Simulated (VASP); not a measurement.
Wanted: the native input for a VASP 6.6.1 run.

* Task: electric field gradients
* Functional: LDA
* Potentials or basis: VASP PAW LDA potentials, release 64 (Li_sv, Se)
* Cutoff: 650 eV
* k mesh: 9 × 9 × 9
* Occupations: fermi-dirac, width 0.03 eV
* Spin: no spin polarisation
* Dipole correction: no
* Further INCAR settings: ALGO = Normal; EDIFF = 1e-08; NBANDS = 13

The structure of Li2Se lies in POSCAR:

```
Li2Se
1.0
    0.0000000000      2.9412072914      2.9412072914
    2.9412072914      0.0000000000      2.9412072914
    2.9412072914      2.9412072914      0.0000000000
Li Se
2 1
Direct
    0.2500000000      0.2500000000      0.2500000000
    0.7500000000      0.7500000000      0.7500000000
    0.0000000000      0.0000000000      0.0000000000
```

This cell differs from its parent crystal: volume scaled by 0.94.

The input as run:

INCAR

```
PREC = Accurate ; ENCUT = 650
EDIFF = 1E-8 ; ISMEAR = -1
SIGMA = 0.03 ; LREAL = F
LASPH = T ; NELM = 120
ALGO = Normal ; ISIF = 2
LWAVE = F ; LCHARG = F
LEFG = T ; NBANDS = 13
GGA_COMPAT = F
```

KPOINTS

```
regular mesh
0
Gamma
  9 9 9
```

Potentials or basis: VASP PAW LDA potentials, release 64 (Li_sv, Se).

Launch:

```console
$ cat potpaw_LDA.64/Li_sv/POTCAR potpaw_LDA.64/Se/POTCAR > POTCAR
$ mpirun -np 1 vasp_std > vasp.out
```

Results of the run:

```yaml
Pressure: -0.7 GPa
Band_gap_on_the_k_mesh: 2.84 eV, indirect (least direct gap 3.48 eV)
```

Caveat: without QUAD_EFG the Cq values of the log hold for a quadrupole moment of 1 mb, not for the nuclei.

Wall time 13 s on 1 thread of Intel(R) Xeon(R) 6975P-C (Granite Rapids) (shared host), peak memory 0.18 GiB.
